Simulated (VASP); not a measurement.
# Mn3Si (P4/mmm) in VASP: a series of runs

Aim: see how the results for Mn3Si move with the level of theory and the settings. Levels: PBEsol, LDA, BLYP. Tasks: single point.

All numbers are computed with VASP 6.6.1; they aren't measurements. Logs are shortened: lines on timing, memory, paths and dates and some standing lists are left out, and cuts for length are marked.

## 1. The cell of the first run

The structure is tetragonal, space group P4/mmm (No. 123). Conventional cell: a = 2.791 Å, b = 2.791 Å, c = 5.684 Å, α = 90.00°, β = 90.00°, γ = 90.00°. Mn (site symmetry 4mm) has 4 Si at 2.42 Å and 10 Mn at 2.44 to 2.88 Å within 3.2 Å. Mn (site symmetry 4/mmm) has 12 Mn at 2.44 to 2.79 Å and 2 Si at 2.84 Å within 3.2 Å. Within 3.2 Å of Si (site symmetry 4/mmm) lie 10 Mn at 2.42 to 2.84 Å and 4 Si at 2.79 Å.

## 2. Single point, PBEsol, collinear spin, ferromagnetic start

The input, INCAR:

```
SYSTEM = Mn3Si
PREC = Accurate ; ENCUT = 520
EDIFF = 1E-6 ; ISMEAR = -1
SIGMA = 0.1 ; LREAL = .False.
LASPH = .True. ; NELM = 150
ALGO = Normal ; ISIF = 2
LWAVE = .False. ; LCHARG = .True.
ISPIN = 2 ; MAGMOM = 2.8 2.8 2.8 0
LORBIT = 11 ; LMAXMIX = 4
GGA = PS ; LELF = .True.
LVHAR = .True. ; NBANDS = 34
```

The input, KPOINTS:

```
regular mesh
0
Gamma
  10 10 5
  0 0 0
```

The input, POSCAR:

```
Mn3Si
1.0
    2.7912010000      0.0000000000      0.0000000000
    0.0000000000      2.7912010000      0.0000000000
    0.0000000000      0.0000000000      5.6843340000
Mn Si
3 1
Direct
    0.0000000000      0.0000000000      0.7465510000
    0.0000000000      0.0000000000      0.2534490000
    0.5000000000      0.5000000000      0.0000000000
    0.5000000000      0.5000000000      0.5000000000
```

Potentials or basis: VASP PAW PBE potentials, release 64 (Mn_pv, Si).

Started as:

```sh
> cat potpaw_PBE.64/Mn_pv/POTCAR potpaw_PBE.64/Si/POTCAR > POTCAR
> mpirun -np 1 vasp_std > vasp.out
```

OUTCAR:

```text
SYSTEM = Mn3Si
   PREC = Accurate
   ENCUT = 520
   EDIFF = 1E-6
   ISMEAR = -1
   LREAL = .False.
   LASPH = .True.
   NELM = 150
   ISIF = 2
   ISPIN = 2
   LORBIT = 11
   GGA = PS

 ion  position               nearest neighbor table
   1  0.000  0.000  0.747-   4 2.42   4 2.42   4 2.42   4 2.42   3 2.44   3 2.44   3 2.44   3 2.44
                             2 2.80   2 2.88
   2  0.000  0.000  0.253-   4 2.42   4 2.42   4 2.42   4 2.42   3 2.44   3 2.44   3 2.44   3 2.44
                             1 2.80   1 2.88
   3  0.500  0.500  0.000-   1 2.44   2 2.44   1 2.44   2 2.44   1 2.44   2 2.44   1 2.44   2 2.44
                             4 2.84   4 2.84
   4  0.500  0.500  0.500-   1 2.42   2 2.42   1 2.42   2 2.42   1 2.42   2 2.42   1 2.42   2 2.42
                             3 2.84   3 2.84

  LATTYP: Found a simple tetragonal cell.
 ALAT       =     2.7912010000
 C/A-ratio  =     2.0365190468

  Lattice vectors:

 A1 = (   2.7912010000,   0.0000000000,   0.0000000000)
 A2 = (   0.0000000000,   2.7912010000,   0.0000000000)
 A3 = (   0.0000000000,   0.0000000000,   5.6843340000)

Analysis of symmetry for initial positions (statically):
=====================================================================
 Subroutine PRICEL returns:
 Original cell was already a primitive cell.

 Routine SETGRP: Setting up the symmetry group for a
 simple tetragonal supercell.

 Subroutine GETGRP returns: Found 16 space group operations
 (whereof 16 operations were pure point group operations)
 out of a pool of 16 trial point group operations.

The static configuration has the point symmetry D_4h.

Analysis of symmetry for dynamics (positions and initial velocities):
=====================================================================
 Subroutine PRICEL returns:
 Original cell was already a primitive cell.

 Routine SETGRP: Setting up the symmetry group for a
 simple tetragonal supercell.

 Subroutine GETGRP returns: Found 16 space group operations
 (whereof 16 operations were pure point group operations)
 out of a pool of 16 trial point group operations.

The dynamic configuration has the point symmetry D_4h.

Analysis of structural, dynamic, and magnetic symmetry:
=====================================================================
 Subroutine PRICEL returns:
 Original cell was already a primitive cell.

 Routine SETGRP: Setting up the symmetry group for a
 simple tetragonal supercell.

 Subroutine GETGRP returns: Found 16 space group operations
 (whereof 16 operations were pure point group operations)
 out of a pool of 16 trial point group operations.

The overall configuration has the point symmetry D_4h.

 Subroutine INISYM returns: Found 16 space group operations
 (whereof 16 operations are pure point group operations),
 and found     1 'primitive' translations

----------------------------------------------------------------------------------------

                                     Primitive cell

  volume of cell :      44.2855

  direct lattice vectors                    reciprocal lattice vectors
     2.791201000  0.000000000  0.000000000     0.358268717  0.000000000  0.000000000
     0.000000000  2.791201000  0.000000000     0.000000000  0.358268717  0.000000000
     0.000000000  0.000000000  5.684334000     0.000000000  0.000000000  0.175922105

  length of vectors
     2.791201000  2.791201000  5.684334000     0.358268717  0.358268717  0.175922105

  position of ions in fractional coordinates (direct lattice)
     0.000000000  0.000000000  0.746551000
     0.000000000  0.000000000  0.253449000
     0.500000000  0.500000000  0.000000000
     0.500000000  0.500000000  0.500000000

  ion indices of the primitive-cell ions
   primitive index   ion index
                 1           1
                 2           2
                 3           3
                 4           4

----------------------------------------------------------------------------------------

 KPOINTS: regular mesh

Automatic generation of k-mesh.
 Grid dimensions read from file:
 generate k-points for:   10   10    5

 Generating k-lattice:

  Cartesian coordinates                     Fractional coordinates (reciprocal lattice)
     0.035826872  0.000000000  0.000000000     0.100000000  0.000000000  0.000000000
     0.000000000  0.035826872  0.000000000     0.000000000  0.100000000  0.000000000
     0.000000000  0.000000000  0.035184421     0.000000000  0.000000000  0.200000000

  Length of vectors
     0.035826872  0.035826872  0.035184421

  Shift w.r.t. Gamma in fractional coordinates (k-lattice)
     0.000000000  0.000000000  0.000000000

 Subroutine IBZKPT returns following result:
 ===========================================

 Found     63 irreducible k-points:

 Following reciprocal coordinates:
            Coordinates               Weight
  0.000000  0.000000  0.000000      1.000000
  0.100000  0.000000  0.000000      4.000000
  0.200000  0.000000  0.000000      4.000000
  0.300000  0.000000  0.000000      4.000000
  0.400000  0.000000  0.000000      4.000000
  0.500000  0.000000  0.000000      2.000000
[... 16 lines left out ...]
  0.100000  0.000000  0.200000      8.000000
  0.200000  0.000000  0.200000      8.000000
 [... further k-points ...]
   k-points           NKPTS =     63   k-points in BZ     NKDIM =     63   number of bands    NBANDS=     34
   number of dos      NEDOS =    301   number of ions     NIONS =      4
   total plane-waves  NPLWV =  24192
   dimension x,y,z NGX =    24 NGY =   24 NGZ =   42
   dimension x,y,z NGXF=    48 NGYF=   48 NGZF=   84
   ions per type =               3   1
   NGX,Y,Z   is equivalent  to a cutoff of  14.29, 14.29, 12.28 a.u.
   NGXF,Y,Z  is equivalent  to a cutoff of  28.59, 28.59, 24.57 a.u.
 SYSTEM =  Mn3Si
   PREC   = accura    normal or accurate (medium, high low for compatibility)
   ISTART =      0    job   : 0-new  1-cont  2-samecut
   ICHARG =      2    charge: 1-file 2-atom 10-const
   ISPIN  =      2    spin polarized calculation?
   LNONCOLLINEAR =      F non collinear calculations
   LSORBIT =      F    spin-orbit coupling
   LASPH  =      T    aspherical Exc in radial PAW
   ENCUT  =  520.0 eV  38.22 Ry    6.18 a.u.   5.19  5.19 10.57*2*pi/ulx,y,z
   NELM   =    150;   NELMIN=  2; NELMDL= -5     # of ELM steps
   EDIFF  = 0.1E-05   stopping-criterion for ELM
   LREAL  =      F    real-space projection
   EDIFFG = 0.1E-04   stopping-criterion for IOM
   NSW    =      0    number of steps for IOM
   IBRION =     -1    ionic relax: 0-MD 1-quasi-New 2-CG
   NFREE  =      0    steps in history (QN), initial steepest desc. (CG)
   ISIF   =      2    stress and relaxation
   ISYM   =      2    0-nonsym 1-usesym 2-fastsym
   POTIM  = 0.5000    time-step for ionic-motion
   TEBEG  =    0.0;   TEEND  =   0.0 temperature during run
   PSTRESS=    0.0 pullay stress
   NELECT =      43.0000    total number of electrons
   NUPDOWN=      -1.0000    fix difference up-down
   EMIN   =  10.00;   EMAX   =-10.00  energy-range for DOS
   EFERMI =   0.00;   METHOD = LEGACY
   ISMEAR =    -1;   SIGMA  =   0.10  broadening in eV -4-tet -1-fermi 0-gaus
   EFERMI_NEDOS =   21; number of points for ismear=-14 and -15
   IALGO  =     38    algorithm
   IMIX   =      4    mixing-type and parameters
     AMIX     =   0.40;   BMIX     =  1.00
     AMIX_MAG =   1.60;   BMIX_MAG =  1.00
  volume/ion in A,a.u.               =      11.07        74.71
  Fermi-wavevector in a.u.,A,eV,Ry     =   1.621102  3.063439 35.755732  2.627972
  Thomas-Fermi vector in A             =   2.714933
   LORBIT       =     11    0 simple, 1 ext, 2 COOP (PROOUT), +10 PAW based schemes
   GGA     = PS    functional components
   LHFCALC =     F    Hartree Fock is set to
   AEXX    =    0.0000 exact exchange contribution
   IVDW    =     0    specifies the selected vdW correction
   LEPSILON=     F    determine dielectric tensor
   LRPA    =     F    only Hartree local field effects (RPA)
 spin polarized calculation
  energy-cutoff  :      520.00
  volume of cell :       44.29
 maximum number of plane-waves:      1216
 NGX is ok and might be reduce to    24
   NGX = 11   NGY = 11   NGZ = 21

 number of electron      43.0000014 magnetization       1.1029082

 Free energy of the ion-electron system (eV)
  ---------------------------------------------------
  ext. energy  EPLUGINS =         0.00000000
  ---------------------------------------------------
  free energy    TOTEN  =       -36.01883404 eV

  energy without entropy =      -35.90669963  energy(sigma->0) =      -35.96276684

 E-fermi :  10.9394     XC(G=0): -13.5720

 val. band max:       10.9267533314   @ k =   0.2000   0.0000   0.2000
 cond. band min:      10.9449490721   @ k =   0.4000   0.0000   0.2000
 fundamental gap:      0.0181957407
 Fermi energy:        10.9393525690

 spin component 1

 k-point     1 :       0.0000    0.0000    0.0000
  band No.  band energies     occupation
      1     -38.0785      1.00000
      2     -37.9692      1.00000
      3     -37.9692      1.00000
      4     -36.6304      1.00000
      5     -36.5158      1.00000
      6     -36.5158      1.00000
[... 853 lines left out ...]
     32      20.4798      0.00000
     33      22.7359      0.00000

 [... further k-points ...]

 spin component 2

 k-point     1 :       0.0000    0.0000    0.0000
  band No.  band energies     occupation
      1     -36.9771      1.00000
      2     -36.8972      1.00000
      3     -36.8785      1.00000
      4     -36.8785      1.00000
      5     -36.8309      1.00000
      6     -36.8309      1.00000
[... 853 lines left out ...]
     32      20.5414      0.00000
     33      22.9081      0.00000

 [... further k-points ...]

 [bands above 33 left out]

------------------------ aborting loop because EDIFF is reached ----------------------------------------

  FORCE on cell =-STRESS in cart. coord.  units (eV):
  Direction    XX          YY          ZZ          XY          YZ          ZX
  --------------------------------------------------------------------------------------
  -------------------------------------------------------------------------------------
  Total       -2.8402558     -2.8402558     -2.7571951      0.0000000     -0.0000000     -0.0000000
  in kB     -102.7557735   -102.7557735    -99.7507725      0.0000000     -0.0000000     -0.0000000
  external PRESSURE =    -101.7541065 kB  Pullay stress =       0.0000000 kB

 VOLUME and BASIS-vectors are now :
 -----------------------------------------------------------------------------
  energy-cutoff  :      520.00
  volume of cell :       44.29
      direct lattice vectors                 reciprocal lattice vectors
     2.791201000  0.000000000  0.000000000     0.358268717  0.000000000  0.000000000
     0.000000000  2.791201000  0.000000000     0.000000000  0.358268717  0.000000000
     0.000000000  0.000000000  5.684334000     0.000000000  0.000000000  0.175922105

 POSITION                                       TOTAL-FORCE (eV/Angst)
 -----------------------------------------------------------------------------------
      0.00000      0.00000      4.24365         0.000000      0.000000      0.083960
      0.00000      0.00000      1.44069        -0.000000      0.000000     -0.083960
      1.39560      1.39560      0.00000        -0.000000     -0.000000      0.000000
      1.39560      1.39560      2.84217        -0.000000     -0.000000      0.000000
 -----------------------------------------------------------------------------------
    total drift:                                0.000000     -0.000000     -0.000000

  FREE ENERGIE OF THE ION-ELECTRON SYSTEM (eV)
  ---------------------------------------------------
  free  energy   TOTEN  =       -36.0188340416 eV

  energy  without entropy=      -35.9066996328  energy(sigma->0) =      -35.96276684

 total charge

# of ion       s       p       d       tot
------------------------------------------
    1        0.370   6.378   5.273  12.021
    2        0.370   6.378   5.273  12.021
    3        0.400   6.391   5.087  11.878
    4        0.721   0.907   0.000   1.627
--------------------------------------------------
tot          1.860  20.055  15.634  37.548

 magnetization (x)

# of ion       s       p       d       tot
------------------------------------------
    1       -0.005  -0.012  -0.320  -0.338
    2       -0.005  -0.012  -0.320  -0.338
    3        0.009   0.005   1.719   1.733
    4        0.012   0.014   0.000   0.027
--------------------------------------------------
tot          0.011  -0.006   1.078   1.084
```

Wall time 78 s (1 thread of Intel Xeon 6975P-C (Granite Rapids), shared host); peak memory 0.26 GiB.

Results:

| Property | Result |
| --- | --- |
| Free energy | -36.0188 eV |
| Pressure | -10.2 GPa |
| Largest force | 0.084 eV/Å |
| Net moment | 1.10 μB per cell |
| Site moments | Mn -0.34, +1.73 (each value once); Si +0.03 μB |
| Valence electrons inside the program's atomic spheres | Mn 12.02, 11.88 (each value once); Si 1.63 |

Forces on the atoms (eV/Å):
```
Mn   0.000  0.000  0.084
Mn   0.000  0.000 -0.084
Mn   0.000  0.000  0.000
Si   0.000  0.000  0.000
```

Levels at points of the mesh, in eV from the Fermi level:
Spin up:
| k point | band 18 | band 19 | band 20 | band 21 | band 22 | band 23 | band 24 | band 25 | band 26 | band 27 |
| --- | --- | --- | --- | --- | --- | --- | --- | --- | --- | --- |
| (0.00, 0.00, 0.00) | -1.25 | -1.16 | -1.04 | -1.04 | 0.04 | 0.54 | 0.87 | 0.87 | 1.02 | 1.45 |
| (0.50, 0.00, 0.00) | -1.94 | -1.25 | -0.98 | -0.50 | -0.28 | 0.21 | 0.49 | 0.66 | 1.03 | 1.09 |
| (0.50, 0.50, 0.00) | -0.90 | -0.90 | -0.71 | -0.17 | -0.12 | -0.12 | 1.12 | 1.14 | 1.17 | 2.03 |
Spin down:
```tsv
k point	band 18	band 19	band 20	band 21	band 22	band 23	band 24	band 25
(0.00, 0.00, 0.00)	-0.89	-0.89	-0.63	-0.30	0.13	1.15	1.15	1.25
(0.50, 0.00, 0.00)	-1.31	-1.24	-0.73	-0.27	0.11	0.33	0.90	1.20
(0.50, 0.50, 0.00)	-0.97	-0.73	-0.09	-0.09	0.91	0.97	1.02	1.19
```

Caveat: the cell stands under tension; the PAW data sets were made with another functional, which shifts forces and pressure a little.

## 3. Single point, LDA, collinear spin, ferromagnetic start

The input, INCAR:

```
SYSTEM = Mn3Si
ALGO = Normal
EDIFF = 1E-7
ENCUT = 520
ISIF = 2
ISMEAR = -1
ISPIN = 2
LASPH = .TRUE.
LCHARG = .FALSE.
LMAXMIX = 4
LORBIT = 11
LREAL = .FALSE.
LWAVE = .FALSE.
MAGMOM = 2.8 2.8 2.8 0
NBANDS = 34
NELM = 150
PREC = Accurate
SIGMA = 0.1
```

The input, KPOINTS:

```
k-points
0
G
  10 10 5
  0 0 0
```

POSCAR is that of step 2.

Potentials or basis: VASP PAW LDA potentials, release 64 (Mn_pv, Si).

Started as:

```sh
> cat potpaw_LDA.64/Mn_pv/POTCAR potpaw_LDA.64/Si/POTCAR > POTCAR
> mpirun -np 1 vasp_std > vasp.out
```

Run time: 92 s. Hardware: 1 thread of Intel Xeon 6975P-C (Granite Rapids), shared host; peak memory 0.24 GiB.

The run converged. Its results:

- Free energy: -37.3516 eV
- Pressure: -19.4 GPa
- Largest force: 0.204 eV/Å
- Net moment: 0.77 μB per cell
- Site moments: Mn -0.11, +0.95 (each value once); Si +0.01 μB
- Valence electrons inside the program's atomic spheres: Mn 12.03, 11.89 (each value once); Si 1.64

Forces in eV/Å, atoms in the order of the input:
```
Mn   0.000  0.000  0.204
Mn   0.000  0.000 -0.204
Mn   0.000  0.000  0.000
Si   0.000  0.000  0.000
```

Stress tensor (GPa, compression positive):
```
-19.92   0.00   0.00
  0.00 -19.92   0.00
  0.00   0.00 -18.50
```

Levels at points of the mesh, in eV from the Fermi level:
Spin up:
```csv
k point,band 18,band 19,band 20,band 21,band 22,band 23,band 24,band 25,band 26,band 27
"(0.00, 0.00, 0.00)",-1.15,-1.15,-1.03,-0.98,0.28,0.38,0.84,0.84,1.03,1.35
"(0.50, 0.00, 0.00)",-1.58,-1.15,-1.10,-0.55,-0.17,0.35,0.54,0.73,0.99,1.12
"(0.50, 0.50, 0.00)",-0.85,-0.85,-0.30,-0.14,-0.14,0.28,1.03,1.04,1.09,1.93
```
Spin down:
| k point | band 17 | band 18 | band 19 | band 20 | band 21 | band 22 | band 23 | band 24 | band 25 | band 26 |
| --- | --- | --- | --- | --- | --- | --- | --- | --- | --- | --- |
| (0.00, 0.00, 0.00) | -1.23 | -1.00 | -1.00 | -0.68 | -0.58 | 0.28 | 1.00 | 1.04 | 1.04 | 1.29 |
| (0.50, 0.00, 0.00) | -1.94 | -1.19 | -1.11 | -0.72 | -0.60 | 0.17 | 0.24 | 0.93 | 1.04 | 1.27 |
| (0.50, 0.50, 0.00) | -0.84 | -0.84 | -0.82 | -0.07 | -0.07 | 0.69 | 0.95 | 1.00 | 1.04 | 1.13 |

Caveat: the cell stands under tension.

(Continued in part 2 of 2.)
